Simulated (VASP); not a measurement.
Here is a VASP 6.6.1 calculation.

Contents of INCAR:

```
SYSTEM = GaP
PREC = Accurate
ENCUT = 520
EDIFF = 1E-8
ISMEAR = -1
SIGMA = 0.05
LREAL = .FALSE.
LASPH = .TRUE.
NELM = 80
ALGO = Normal
ISIF = 2
LWAVE = .FALSE.
LCHARG = .FALSE.
GGA = PE
LEFG = .TRUE.
NBANDS = 16
```

File KPOINTS:

```
regular mesh
0
G
  10 10 10
  0 0 0
```

POSCAR

```
GaP
1.0
    0.0000000000      2.6979975000      2.7252500000
    2.6979975000      0.0000000000      2.7252500000
    2.6979975000      2.6979975000      0.0000000000
Ga P
1 1
Direct
    0.0000000000      0.0000000000      0.0000000000
    0.7500000000      0.7500000000      0.7500000000
```

Potentials or basis: VASP PAW PBE potentials, release 64 (Ga_d, P).

Command:

```sh
$ cat potpaw_PBE.64/Ga_d/POTCAR potpaw_PBE.64/P/POTCAR > POTCAR
$ mpirun -np 1 vasp_std > vasp.out
```

(1) What does it give for the pressure?

(2) Estimate the band gap on the k mesh.

Answers

(1) 4.3 GPa.

(2) 1.52 eV (least direct gap 1.97 eV).

Caveat: the cell differs from its parent crystal (equal xx and yy strain of -1 %); the cell stands under pressure; without QUAD_EFG the Cq values of the log hold for a quadrupole moment of 1 mb, not for the nuclei.
